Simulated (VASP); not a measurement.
# Ir (I4/mmm) in VASP: a series of runs

Runs on Ir. Level: PBE. Tasks: single point.

All numbers are computed with VASP 6.6.1; they aren't measurements. Logs are shortened: lines on timing, memory, paths and dates and some standing lists are left out, and cuts for length are marked.

**1. The cell of the first run**

The structure is tetragonal, space group I4/mmm (No. 139). Conventional cell: a = 2.715 Å, b = 2.715 Å, c = 3.667 Å, α = 90.00°, β = 90.00°, γ = 90.00°. Within 3.5 Å of Ir (site symmetry 4/mmm) lie 12 Ir at 2.65 to 2.71 Å.

**2. Single point, PBE (strain -0.0450 x Voigt [0, 0, 1, 0, 0, 0])**

INCAR reads:

```
SYSTEM = Ir
ALGO = Normal ; EDIFF = 1E-6
ENCUT = 520 ; GGA = PE
ISIF = 2 ; ISMEAR = 0
LASPH = .TRUE. ; LCHARG = .TRUE.
LELF = .TRUE. ; LREAL = .FALSE.
LVHAR = .TRUE. ; LWAVE = .FALSE.
NBANDS = 10 ; NELM = 100
PREC = Accurate ; SIGMA = 0.15
```

KPOINTS reads:

```
k-points
0
G
  22 22 22
  0 0 0
```

POSCAR reads:

```
Ir
1.0
    0.0000000000      1.9197000000      1.8333135000
    1.9197000000      0.0000000000      1.8333135000
    1.9197000000      1.9197000000      0.0000000000
Ir
1
Direct
    0.0000000000      0.0000000000      0.0000000000
```

Potentials or basis: VASP PAW PBE potentials, release 64 (Ir).

Run with:

```
> cat potpaw_PBE.64/Ir/POTCAR > POTCAR
> mpirun -np 1 vasp_std > vasp.out
```

OUTCAR:

```text
SYSTEM = Ir
   EDIFF = 1E-6
   ENCUT = 520
   GGA = PE
   ISIF = 2
   ISMEAR = 0
   LASPH = .TRUE.
   LREAL = .FALSE.
   NELM = 100
   PREC = Accurate

 ion  position               nearest neighbor table
   1  0.000  0.000  0.000-

  LATTYP: Found a body centered tetragonal cell.
 ALAT       =     2.7148657757
 C/A-ratio  =     1.3505739521

  Lattice vectors:

 A1 = (   0.0000000000,  -1.9197000000,  -1.8333135000)
 A2 = (   0.0000000000,   1.9197000000,  -1.8333135000)
 A3 = (   1.9197000000,   0.0000000000,   1.8333135000)

Analysis of symmetry for initial positions (statically):
=====================================================================
 Subroutine PRICEL returns:
 Original cell was already a primitive cell.

 Routine SETGRP: Setting up the symmetry group for a
 body centered tetragonal supercell.

 Subroutine GETGRP returns: Found 16 space group operations
 (whereof 16 operations were pure point group operations)
 out of a pool of 16 trial point group operations.

The static configuration has the point symmetry D_4h.

Analysis of symmetry for dynamics (positions and initial velocities):
=====================================================================
 Subroutine PRICEL returns:
 Original cell was already a primitive cell.

 Routine SETGRP: Setting up the symmetry group for a
 body centered tetragonal supercell.

 Subroutine GETGRP returns: Found 16 space group operations
 (whereof 16 operations were pure point group operations)
 out of a pool of 16 trial point group operations.

The dynamic configuration has the point symmetry D_4h.

 Subroutine INISYM returns: Found 16 space group operations
 (whereof 16 operations are pure point group operations),
 and found     1 'primitive' translations

----------------------------------------------------------------------------------------

                                     Primitive cell

  volume of cell :      13.5124

  direct lattice vectors                    reciprocal lattice vectors
     0.000000000  1.919700000  1.833313500    -0.260457363  0.260457363  0.272730223
     1.919700000  0.000000000  1.833313500     0.260457363 -0.260457363  0.272730223
     1.919700000  1.919700000  0.000000000     0.260457363  0.260457363 -0.272730223

  length of vectors
     2.654484221  2.654484221  2.714865776     0.458320685  0.458320685  0.458320685

  position of ions in fractional coordinates (direct lattice)
     0.000000000  0.000000000  0.000000000

  ion indices of the primitive-cell ions
   primitive index   ion index
                 1           1

----------------------------------------------------------------------------------------

 KPOINTS: k-points

Automatic generation of k-mesh.
 Grid dimensions read from file:
 generate k-points for:   22   22   22

 Generating k-lattice:

  Cartesian coordinates                     Fractional coordinates (reciprocal lattice)
    -0.011838971  0.011838971  0.012396828     0.045454545  0.000000000  0.000000000
     0.011838971 -0.011838971  0.012396828     0.000000000  0.045454545  0.000000000
     0.011838971  0.011838971 -0.012396828     0.000000000  0.000000000  0.045454545

  Length of vectors
     0.020832758  0.020832758  0.020832758

  Shift w.r.t. Gamma in fractional coordinates (k-lattice)
     0.000000000  0.000000000  0.000000000

 Subroutine IBZKPT returns following result:
 ===========================================

 Found    834 irreducible k-points:

 Following reciprocal coordinates:
            Coordinates               Weight
  0.000000  0.000000  0.000000      1.000000
  0.045455  0.000000  0.000000      8.000000
  0.090909  0.000000  0.000000      8.000000
  0.136364  0.000000  0.000000      8.000000
  0.181818  0.000000  0.000000      8.000000
  0.227273  0.000000  0.000000      8.000000
[... 16 lines left out ...]
  0.500000  0.045455  0.000000      8.000000
 -0.454545  0.045455  0.000000      8.000000
 [... further k-points ...]
   k-points           NKPTS =    834   k-points in BZ     NKDIM =    834   number of bands    NBANDS=     10
   number of dos      NEDOS =    301   number of ions     NIONS =      1
   total plane-waves  NPLWV =   8000
   dimension x,y,z NGX =    20 NGY =   20 NGZ =   20
   dimension x,y,z NGXF=    40 NGYF=   40 NGZF=   40
   ions per type =               1
   NGX,Y,Z   is equivalent  to a cutoff of  12.53, 12.53, 12.25 a.u.
   NGXF,Y,Z  is equivalent  to a cutoff of  25.05, 25.05, 24.49 a.u.
 SYSTEM =  Ir
   PREC   = accura    normal or accurate (medium, high low for compatibility)
   ISTART =      0    job   : 0-new  1-cont  2-samecut
   ICHARG =      2    charge: 1-file 2-atom 10-const
   ISPIN  =      1    spin polarized calculation?
   LNONCOLLINEAR =      F non collinear calculations
   LSORBIT =      F    spin-orbit coupling
   LASPH  =      T    aspherical Exc in radial PAW
   ENCUT  =  520.0 eV  38.22 Ry    6.18 a.u.   4.94  4.94  5.05*2*pi/ulx,y,z
   NELM   =    100;   NELMIN=  2; NELMDL= -5     # of ELM steps
   EDIFF  = 0.1E-05   stopping-criterion for ELM
   LREAL  =      F    real-space projection
   EDIFFG = 0.1E-04   stopping-criterion for IOM
   NSW    =      0    number of steps for IOM
   IBRION =     -1    ionic relax: 0-MD 1-quasi-New 2-CG
   NFREE  =      0    steps in history (QN), initial steepest desc. (CG)
   ISIF   =      2    stress and relaxation
   ISYM   =      2    0-nonsym 1-usesym 2-fastsym
   POTIM  = 0.5000    time-step for ionic-motion
   TEBEG  =    0.0;   TEEND  =   0.0 temperature during run
   PSTRESS=    0.0 pullay stress
   NELECT =       9.0000    total number of electrons
   NUPDOWN=      -1.0000    fix difference up-down
   EMIN   =  10.00;   EMAX   =-10.00  energy-range for DOS
   EFERMI =   0.00;   METHOD = LEGACY
   ISMEAR =     0;   SIGMA  =   0.15  broadening in eV -4-tet -1-fermi 0-gaus
   EFERMI_NEDOS =   21; number of points for ismear=-14 and -15
   IALGO  =     38    algorithm
   IMIX   =      4    mixing-type and parameters
     AMIX     =   0.40;   BMIX     =  1.00
     AMIX_MAG =   1.60;   BMIX_MAG =  1.00
  volume/ion in A,a.u.               =      13.51        91.19
  Fermi-wavevector in a.u.,A,eV,Ry     =   1.429699  2.701739 27.810829  2.044038
  Thomas-Fermi vector in A             =   2.549624
   LORBIT       =      0    0 simple, 1 ext, 2 COOP (PROOUT), +10 PAW based schemes
   GGA     = PE    functional components
   LHFCALC =     F    Hartree Fock is set to
   AEXX    =    0.0000 exact exchange contribution
   IVDW    =     0    specifies the selected vdW correction
   LEPSILON=     F    determine dielectric tensor
   LRPA    =     F    only Hartree local field effects (RPA)
 non-spin polarized calculation
 Gauss-broadening in eV      SIGMA  =   0.15
  energy-cutoff  :      520.00
  volume of cell :       13.51
 maximum number of plane-waves:       378
   NGX =  9   NGY =  9   NGZ =  9

 number of electron       9.0000000 magnetization

 Free energy of the ion-electron system (eV)
  ---------------------------------------------------
  ext. energy  EPLUGINS =         0.00000000
  ---------------------------------------------------
  free energy    TOTEN  =        -8.73857752 eV

  energy without entropy =       -8.72738835  energy(sigma->0) =       -8.73298294

 E-fermi :  11.1923     XC(G=0): -14.2624

 val. band max:       11.1908666784   @ k =  -0.1818   0.1364   0.0909
 cond. band min:      11.1933023780   @ k =   0.3182   0.1818   0.1364
 fundamental gap:      0.0024356996
 Fermi energy:        11.1923070715

 k-point     1 :       0.0000    0.0000    0.0000
  band No.  band energies     occupation
      1      -0.3986      2.00000
      2       6.8689      2.00000
      3       6.8689      2.00000
      4       7.4826      2.00000
      5       9.5204      2.00000
      6      10.3420      2.00000
      7      25.4852      0.00000
      8      30.7856      0.00000
      9      30.7856      0.00000
     10      32.4260      0.00000

 k-point     2 :       0.0455    0.0000    0.0000
  band No.  band energies     occupation
      1      -0.3014      2.00000
      2       6.8512      2.00000
      3       6.9118      2.00000
      4       7.4884      2.00000
      5       9.4985      2.00000
      6      10.3053      2.00000
      7      25.6577      0.00000
      8      30.5008      0.00000
      9      30.9456      0.00000
     10      32.3137      0.00000

 k-point     3 :       0.0909    0.0000    0.0000
  band No.  band energies     occupation
      1      -0.0168      2.00000
      2       6.7738      2.00000
      3       7.0274      2.00000
      4       7.5377      2.00000
      5       9.4508      2.00000
      6      10.2100      2.00000
      7      26.1463      0.00000
      8      29.5815      0.00000
      9      31.4166      0.00000
     10      32.5506      0.00000

 k-point     4 :       0.1364    0.0000    0.0000
  band No.  band energies     occupation
      1       0.4324      2.00000
      2       6.6299      2.00000
      3       7.1722      2.00000
      4       7.6539      2.00000
      5       9.4316      2.00000
      6      10.0997      2.00000
      7      26.8439      0.00000
      8      28.4021      0.00000
      9      32.1721      0.00000
     10      33.2416      0.00000
[... 222 lines left out ...]
 k-point    22 :       0.4545    0.0455    0.0000
  band No.  band energies     occupation
      1       2.7209      2.00000
      2       6.7354      2.00000
      3       7.2534      2.00000
      4       9.3688      2.00000
      5      12.1580      0.00000
      6      12.3124      0.00000
      7      19.7027      0.00000
      8      25.3917      0.00000
      9      31.1326      0.00000
     10      32.3248      0.00000

 k-point    23 :       0.5000    0.0455    0.0000
  band No.  band energies     occupation
      1       2.7096      2.00000
      2       6.6808      2.00000
      3       7.1983      2.00000
      4       9.8731      2.00000
      5      12.4024      0.00000
      6      12.4851      0.00000
      7      19.0022      0.00000
      8      25.1739      0.00000
      9      30.9414      0.00000
     10      31.7563      0.00000

 k-point    24 :      -0.4545    0.0455    0.0000
  band No.  band energies     occupation
      1       2.7134      2.00000
      2       6.6839      2.00000
      3       7.2050      2.00000
      4       9.8145      2.00000
      5      12.2353      0.00000
      6      12.4653      0.00000
      7      19.1961      0.00000
      8      25.2165      0.00000
      9      31.2729      0.00000
     10      31.6313      0.00000

 [... further k-points ...]
[... 5 lines left out ...]
  --------------------------------------------------------------------------------------
  -------------------------------------------------------------------------------------
  Total        2.0669520      2.0669520      3.6603282      0.0000000     -0.0000000      0.0000000
  in kB      245.0797917    245.0797917    434.0074102      0.0000000     -0.0000000      0.0000000
  external PRESSURE =     308.0556645 kB  Pullay stress =       0.0000000 kB

 VOLUME and BASIS-vectors are now :
 -----------------------------------------------------------------------------
  energy-cutoff  :      520.00
  volume of cell :       13.51
      direct lattice vectors                 reciprocal lattice vectors
     0.000000000  1.919700000  1.833313500    -0.260457363  0.260457363  0.272730223
     1.919700000  0.000000000  1.833313500     0.260457363 -0.260457363  0.272730223
     1.919700000  1.919700000  0.000000000     0.260457363  0.260457363 -0.272730223

 POSITION                                       TOTAL-FORCE (eV/Angst)
 -----------------------------------------------------------------------------------
      0.00000      0.00000      0.00000         0.000000      0.000000      0.000000
 -----------------------------------------------------------------------------------
    total drift:                                0.000000      0.000000     -0.000000

  FREE ENERGIE OF THE ION-ELECTRON SYSTEM (eV)
  ---------------------------------------------------
  free  energy   TOTEN  =        -8.7385775231 eV

  energy  without entropy=       -8.7273883507  energy(sigma->0) =       -8.73298294
```

It took 83 s on 1 thread of Intel Xeon Platinum 8259CL at 2.50GHz (Skylake/Cascade Lake), shared host; peak memory 0.23 GiB.

What came out:

```yaml
Free_energy: -8.7386 eV
Pressure: 30.8 GPa
```

Stress tensor (GPa, compression positive):
```
24.51  0.00  0.00
 0.00 24.51  0.00
 0.00  0.00 43.40
```

Caveat: the cell differs from its parent crystal (strain -0.0450 x Voigt [0, 0, 1, 0, 0, 0]); spin-orbit coupling is left out, which moves the levels of the heavy elements.

**3. Single point, PBE (strain -0.0300 x Voigt [0, 0, 1, 0, 0, 0])**

INCAR reads:

```
SYSTEM = Ir
PREC = Accurate ; ENCUT = 520
EDIFF = 1E-7 ; ISMEAR = 0
SIGMA = 0.15 ; LREAL = .False.
LASPH = .True. ; NELM = 80
ALGO = Fast ; ISIF = 2
LWAVE = .False. ; LCHARG = .True.
GGA = PE ; LELF = .True.
LVHAR = .True. ; NBANDS = 10
```

KPOINTS reads:

```
regular mesh
0
Gamma
  22 22 22
  0 0 0
```

POSCAR reads:

```
Ir
1.0
    0.0000000000      1.9197000000      1.8621090000
    1.9197000000      0.0000000000      1.8621090000
    1.9197000000      1.9197000000      0.0000000000
Ir
1
Direct
    0.0000000000      0.0000000000      0.0000000000
```

Potentials or basis: VASP PAW PBE potentials, release 64 (Ir).

Run with:

```
> cat potpaw_PBE.64/Ir/POTCAR > POTCAR
> mpirun -np 1 vasp_std > vasp.out
```

Wall time 2.4 min (1 thread of Intel Xeon Platinum 8259CL at 2.50GHz (Skylake/Cascade Lake), shared host); peak memory 0.23 GiB.

The run converged. Its results:

- Free energy: -8.7879 eV
- Pressure: 23.1 GPa

Stress tensor (GPa, compression positive):
```
19.02  0.00  0.00
 0.00 19.02  0.00
 0.00  0.00 31.11
```

Levels at points of the mesh, in eV from the Fermi level:
```
           k point  band 2  band 3  band 4  band 5  band 6  band 7
(0.00, 0.00, 0.00)   -4.17   -4.17   -3.76   -1.50   -0.96   14.31
(0.50, 0.00, 0.00)   -4.37   -3.93   -0.81    0.86    1.10    7.62
(0.50, 0.50, 0.00)   -7.68    0.92    1.62    1.62    2.18   11.51
(0.50, 0.00, 0.50)   -7.63    0.95    1.38    1.51    1.78   10.69
```

Caveat: the cell differs from its parent crystal (strain -0.0300 x Voigt [0, 0, 1, 0, 0, 0]); spin-orbit coupling is left out, which moves the levels of the heavy elements.

**4. Single point, PBE (strain -0.0150 x Voigt [0, 0, 1, 0, 0, 0])**

INCAR reads:

```
SYSTEM = Ir
PREC = Accurate
ENCUT = 520
EDIFF = 1E-6
ISMEAR = 0
SIGMA = 0.15
LREAL = .False.
LASPH = .True.
NELM = 80
ALGO = Fast
ISIF = 2
LWAVE = .False.
LCHARG = .True.
GGA = PE
LELF = .True.
LVHAR = .True.
NBANDS = 10
```

KPOINTS is that of step 3.

POSCAR reads:

```
Ir
1.0
    0.0000000000      1.9197000000      1.8909045000
    1.9197000000      0.0000000000      1.8909045000
    1.9197000000      1.9197000000      0.0000000000
Ir
1
Direct
    0.0000000000      0.0000000000      0.0000000000
```

Run with:

```
> cat potpaw_PBE.64/Ir/POTCAR > POTCAR
> mpirun -np 1 vasp_std > vasp.out
```

Run time: 2 min. Hardware: 1 thread of Intel Xeon Platinum 8259CL at 2.50GHz (Skylake/Cascade Lake), shared host; peak memory 0.23 GiB.

Results (log left out):

| Quantity | Value |
| --- | --- |
| Free energy | -8.8217 eV |
| Pressure | 15.9 GPa |

Stress tensor (GPa, compression positive):
```
14.00  0.00  0.00
 0.00 14.00  0.00
 0.00  0.00 19.77
```

Levels at points of the mesh, in eV from the Fermi level:
```tsv
k point	band 1	band 2	band 3	band 4	band 5	band 6	band 7	band 8
(0.00, 0.00, 0.00)	-11.26	-4.01	-4.01	-3.81	-1.33	-1.06	14.32	19.83
(0.50, 0.00, 0.00)	-8.23	-4.17	-3.95	-0.77	0.89	1.01	7.45	13.86
(0.50, 0.50, 0.00)	-8.05	-7.49	0.91	1.56	1.56	1.94	11.03	11.62
(0.50, 0.00, 0.50)	-8.07	-7.47	0.92	1.44	1.62	1.64	10.61	11.81
```

Caveat: the cell differs from its parent crystal (strain -0.0150 x Voigt [0, 0, 1, 0, 0, 0]); spin-orbit coupling is left out, which moves the levels of the heavy elements.

(Part 1 of 2 ends here.)
